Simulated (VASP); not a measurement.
# TaN (I4/mmm) in VASP: notebook, part 2 of 3

VASP 6.6.1. Earlier steps stand in the parts before.

**3. Single point, PBE (strain +0.0200 x Voigt [1, 0, 0, 0, 0, 0])**

INCAR reads:

```
ALGO = Normal ; EDIFF = 1E-6
ENCUT = 600 ; GGA = PE
GGA_COMPAT = False ; ISIF = 2
ISMEAR = 0 ; LASPH = True
LCHARG = False ; LREAL = False
LWAVE = False ; NBANDS = 15
NELM = 120 ; PREC = Accurate
SIGMA = 0.15
```

KPOINTS reads:

```
k-points
0
Gamma
  18 18 18
```

POSCAR reads:

```
TaN
1.0
    0.0000000000      2.1790000000      2.1790000000
    2.2225800000      0.0000000000      2.1790000000
    2.2225800000      2.1790000000      0.0000000000
Ta N
1 1
Direct
    0.5000000000      0.5000000000      0.5000000000
    0.0000000000      0.0000000000      0.0000000000
```

Potentials or basis: VASP PAW PBE potentials, release 64 (Ta_pv, N).

On the command line:

```sh
$ cat potpaw_PBE.64/Ta_pv/POTCAR potpaw_PBE.64/N/POTCAR > POTCAR
$ mpirun -np 1 vasp_std > vasp.out
```

Run time: 2.1 min. Hardware: 1 thread of AMD EPYC 9R45 (Zen 5), shared host; peak memory 0.29 GiB.

It converged, with:

- Free energy: -21.8117 eV
- Pressure: 8.2 GPa
- Band gap on the k mesh: zero (band 8 reaches 11.49 eV, above the bottom of band 9 at 7.59 eV)

Stress tensor (GPa, compression positive):
```
 0.10  0.00  0.00
 0.00 12.26  0.00
 0.00  0.00 12.26
```

Levels at points of the mesh, in eV from the Fermi level:
```csv
k point,band 6,band 7,band 8,band 9,band 10,band 11
"(0.00, 0.00, 0.00)",-3.83,-3.83,-2.30,-2.06,-2.06,-0.17
"(0.50, 0.00, 0.00)",-7.66,-7.65,1.84,1.95,2.06,3.83
"(0.50, 0.50, 0.00)",-5.54,-4.74,-4.67,2.11,3.44,3.71
"(0.00, 0.50, 0.50)",-5.51,-4.61,-4.61,2.12,3.57,3.57
```

Caveat: the cell differs from its parent crystal (strain +0.0200 x Voigt [1, 0, 0, 0, 0, 0]); spin-orbit coupling is left out, which moves the levels of the heavy elements.

**4. Single point, PBE (strain +0.0300 x Voigt [1, 0, 0, 0, 0, 0])**

INCAR reads:

```
PREC = Accurate ; ENCUT = 600
EDIFF = 1E-6 ; ISMEAR = 0
SIGMA = 0.15 ; LREAL = F
LASPH = T ; NELM = 120
ALGO = Normal ; ISIF = 2
LWAVE = F ; LCHARG = T
GGA = PE ; LELF = T
LVHAR = T ; NBANDS = 15
GGA_COMPAT = F
```

KPOINTS reads:

```
regular mesh
0
Gamma
  18 18 18
```

POSCAR reads:

```
TaN
1.0
    0.0000000000      2.1790000000      2.1790000000
    2.2443700000      0.0000000000      2.1790000000
    2.2443700000      2.1790000000      0.0000000000
Ta N
1 1
Direct
    0.5000000000      0.5000000000      0.5000000000
    0.0000000000      0.0000000000      0.0000000000
```

Potentials or basis: VASP PAW PBE potentials, release 64 (Ta_pv, N).

On the command line:

```sh
$ cat potpaw_PBE.64/Ta_pv/POTCAR potpaw_PBE.64/N/POTCAR > POTCAR
$ mpirun -np 1 vasp_std > vasp.out
```

OUTCAR:

```text
PREC = Accurate
   ENCUT = 600
   EDIFF = 1E-6
   ISMEAR = 0
   LREAL = F
   LASPH = T
   NELM = 120
   ISIF = 2
   GGA = PE

 ion  position               nearest neighbor table
   1  0.500  0.500  0.500-   2 2.18   2 2.18   2 2.18   2 2.18   2 2.24   2 2.24
   2  0.000  0.000  0.000-   1 2.18   1 2.18   1 2.18   1 2.18   1 2.24   1 2.24

  LATTYP: Found a body centered tetragonal cell.
 ALAT       =     3.0815713524
 C/A-ratio  =     1.4566399692

  Lattice vectors:

 A1 = (   2.2443700000,   0.0000000000,   2.1790000000)
 A2 = (   2.2443700000,   0.0000000000,  -2.1790000000)
 A3 = (  -2.2443700000,   2.1790000000,   0.0000000000)

Analysis of symmetry for initial positions (statically):
=====================================================================
 Subroutine PRICEL returns:
 Original cell was already a primitive cell.

 Routine SETGRP: Setting up the symmetry group for a
 body centered tetragonal supercell.

 Subroutine GETGRP returns: Found 16 space group operations
 (whereof 16 operations were pure point group operations)
 out of a pool of 16 trial point group operations.

The static configuration has the point symmetry D_4h.

[... 168 lines left out ...]
 k-point     1 :       0.0000    0.0000    0.0000
  band No.  band energies     occupation
      1     -26.2702      2.00000
      2     -26.2480      2.00000
      3     -26.2480      2.00000
      4      -9.3306      2.00000
      5       5.6178      2.00000
      6       5.7383      2.00000
      7       5.7383      2.00000
      8       7.1889      2.00000
      9       7.5471      2.00000
     10       7.5471      2.00000
     11       9.2131      1.99722
     12       9.7914      0.01382
     13      11.2049      0.00000
     14      18.9351      0.00000
[... 401 lines left out ...]
      2     -26.3213      2.00000
      3     -26.2868      2.00000
      4      -8.0748      2.00000
      5       1.9339      2.00000
      6       3.1346      2.00000
      7       3.5834      2.00000
      8       8.5492      2.00000
      9       8.7080      2.00000
     10       9.6857      0.14293
     11      12.6123      0.00000
     12      13.3383      0.00000
     13      14.3479      0.00000
     14      21.8597      0.00000
     15      21.9827      0.00000

 [... further k-points ...]
[... 5 lines left out ...]
  --------------------------------------------------------------------------------------
  -------------------------------------------------------------------------------------
  Total       -0.7822366      1.4127563      1.4127563      0.0000000      0.0000000      0.0000000
  in kB      -58.8043964    106.2035239    106.2035239      0.0000000      0.0000000      0.0000000
  external PRESSURE =      51.2008838 kB  Pullay stress =       0.0000000 kB

 VOLUME and BASIS-vectors are now :
 -----------------------------------------------------------------------------
  energy-cutoff  :      600.00
  volume of cell :       21.31
      direct lattice vectors                 reciprocal lattice vectors
     0.000000000  2.179000000  2.179000000    -0.222779666  0.229463056  0.229463056
     2.244370000  0.000000000  2.179000000     0.222779666 -0.229463056  0.229463056
     2.244370000  2.179000000  0.000000000     0.222779666  0.229463056 -0.229463056

 POSITION                                       TOTAL-FORCE (eV/Angst)
 -----------------------------------------------------------------------------------
      2.24437      2.17900      2.17900         0.000000     -0.000000     -0.000000
      0.00000      0.00000      0.00000         0.000000      0.000000      0.000000
 -----------------------------------------------------------------------------------
    total drift:                                0.000000      0.000000      0.000000

  FREE ENERGIE OF THE ION-ELECTRON SYSTEM (eV)
  ---------------------------------------------------
  free  energy   TOTEN  =       -21.8081542888 eV

  energy  without entropy=      -21.7985159838  energy(sigma->0) =      -21.80333514
```

OSZICAR:

```text
N       E                     dE             d eps       ncg     rms          rms(c)
DAV:   1     0.985425964773E+02    0.98543E+02   -0.95844E+03 14400   0.126E+03
DAV:   2    -0.216453618844E+02   -0.12019E+03   -0.11269E+03 17781   0.330E+02
DAV:   3    -0.248257274828E+02   -0.31804E+01   -0.31533E+01 16269   0.505E+01
DAV:   4    -0.248392173726E+02   -0.13490E-01   -0.13485E-01 18572   0.343E+00
DAV:   5    -0.248393065019E+02   -0.89129E-04   -0.89127E-04 16486   0.256E-01    0.240E+01
DAV:   6    -0.218929660737E+02    0.29463E+01   -0.55249E+00 18588   0.272E+01    0.985E+00
DAV:   7    -0.218423284488E+02    0.50638E-01   -0.62041E-01 15786   0.640E+00    0.694E+00
DAV:   8    -0.218165321429E+02    0.25796E-01   -0.15355E-01 17438   0.342E+00    0.183E+00
DAV:   9    -0.218082155683E+02    0.83166E-02   -0.22611E-02 16752   0.129E+00    0.333E-01
DAV:  10    -0.218082075335E+02    0.80348E-05   -0.16588E-03 16997   0.423E-01    0.720E-02
DAV:  11    -0.218081550064E+02    0.52527E-04   -0.98238E-05 16451   0.122E-01    0.245E-02
DAV:  12    -0.218081542888E+02    0.71768E-06   -0.98523E-06 17438   0.303E-02
   1 F= -.21808154E+02 E0= -.21803335E+02  d E =-.963830E-02
```

It took 2 min on 1 thread of AMD EPYC 9R45 (Zen 5), shared host; peak memory 0.29 GiB.

Results:

| Item | Value |
| --- | --- |
| Free energy | -21.8082 eV |
| Pressure | 5.1 GPa |
| Band gap on the k mesh | zero (band 8 reaches 11.32 eV, above the bottom of band 9 at 7.55 eV) |

Caveat: the cell differs from its parent crystal (strain +0.0300 x Voigt [1, 0, 0, 0, 0, 0]); spin-orbit coupling is left out, which moves the levels of the heavy elements.

**5. Single point, PBE (strain +0.0350 x Voigt [1, 0, 0, 0, 0, 0])**

INCAR reads:

```
  ALGO = Normal
  EDIFF = 1E-6
  ENCUT = 600
  GGA = PE
  GGA_COMPAT = F
  ISIF = 2
  ISMEAR = 0
  LASPH = T
  LCHARG = F
  LREAL = F
  LWAVE = F
  NBANDS = 15
  NELM = 120
  PREC = Accurate
  SIGMA = 0.15
```

KPOINTS reads:

```
k-points
0
Gamma
  18 18 18
```

POSCAR reads:

```
TaN
1.0
    0.0000000000      2.1790000000      2.1790000000
    2.2552650000      0.0000000000      2.1790000000
    2.2552650000      2.1790000000      0.0000000000
Ta N
1 1
Direct
    0.5000000000      0.5000000000      0.5000000000
    0.0000000000      0.0000000000      0.0000000000
```

On the command line:

```sh
$ cat potpaw_PBE.64/Ta_pv/POTCAR potpaw_PBE.64/N/POTCAR > POTCAR
$ mpirun -np 1 vasp_std > vasp.out
```

Run time: 1.9 min. Hardware: 1 thread of AMD EPYC 9R45 (Zen 5), shared host; peak memory 0.29 GiB.

The run converged. Its results:

* Free energy: -21.8037 eV
* Pressure: 3.7 GPa
* Band gap on the k mesh: zero (band 8 reaches 11.24 eV, above the bottom of band 9 at 7.53 eV)

Stress tensor (GPa, compression positive):
```
-8.37  0.00  0.00
 0.00  9.74  0.00
 0.00  0.00  9.74
```

Levels at points of the mesh, in eV from the Fermi level:
```
           k point  band 6  band 7  band 8  band 9  band 10  band 11
(0.00, 0.00, 0.00)   -3.77   -3.77   -2.36   -1.95    -1.95    -0.40
(0.50, 0.00, 0.00)   -7.56   -7.54    1.77    1.91     2.09     3.78
(0.50, 0.50, 0.00)   -5.44   -4.74   -4.63    2.02     3.26     3.74
(0.00, 0.50, 0.50)   -5.39   -4.52   -4.52    2.08     3.48     3.48
```

Caveat: the cell differs from its parent crystal (strain +0.0350 x Voigt [1, 0, 0, 0, 0, 0]); spin-orbit coupling is left out, which moves the levels of the heavy elements.

[end of part 2 of 3]
